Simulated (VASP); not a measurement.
Runs of VASP 6.6.1 on Cu. The structure is that of space group Fm-3m (No. 225), or close to it. The cells are those of the table. 

```tsv
task	level	potentials or basis	cell	smearing	gap on the mesh (eV)	pressure (GPa)
electric field gradients	PBE	VASP PAW PBE potentials, release 64 (Cu)	a = 2.569, b = 2.569, c = 2.582 Å, angles 59.8, 59.8, 60.3°, 1 atom	fermi-dirac 0.08 eV	none	-0.6
electric field gradients	PBE	VASP PAW PBE potentials, release 64 (Cu)	a = 2.504 Å, angles 60.0°, 1 atom	fermi-dirac 0.08 eV	none	12.9
electric field gradients	PBE	VASP PAW PBE potentials, release 64 (Cu)	a = 2.569, b = 2.569, c = 2.556 Å, angles 60.2, 60.2, 59.7°, 1 atom	fermi-dirac 0.08 eV	none	(b)
electric field gradients	PBE	VASP PAW PBE potentials, release 64 (Cu)	a = 2.522 Å, angles 60.0°, 1 atom	fermi-dirac 0.08 eV	none	9.0
single point	PBE	VASP PAW PBE potentials, release 64 (Cu)	a = 2.569, b = 2.569, c = 2.582 Å, angles 59.8, 59.8, 60.3°, 1 atom	fermi-dirac 0.08 eV	none	-0.6
electric field gradients	PBE	VASP PAW PBE potentials, release 64 (Cu)	a = 2.606 Å, angles 60.0°, 1 atom	fermi-dirac 0.08 eV	none	(a)
electric field gradients	LDA	VASP PAW LDA potentials, release 64 (Cu)	a = 2.582 Å, angles 60.0°, 1 atom	fermi-dirac 0.05 eV	none	-15.2
electric field gradients	PBE	VASP PAW PBE potentials, release 64 (Cu)	a = 2.595 Å, angles 58.0°, 1 atom	fermi-dirac 0.08 eV	none	2.7
```

Alike in all rows: no spin polarisation; k mesh 19 × 19 × 19; cutoff (eV) 520.

**Question.** Estimate the missing entries.

**Answer.** (a) -5.3; (b) 0.8.

A gap of «none» marks levels without a gap at the run's occupations.
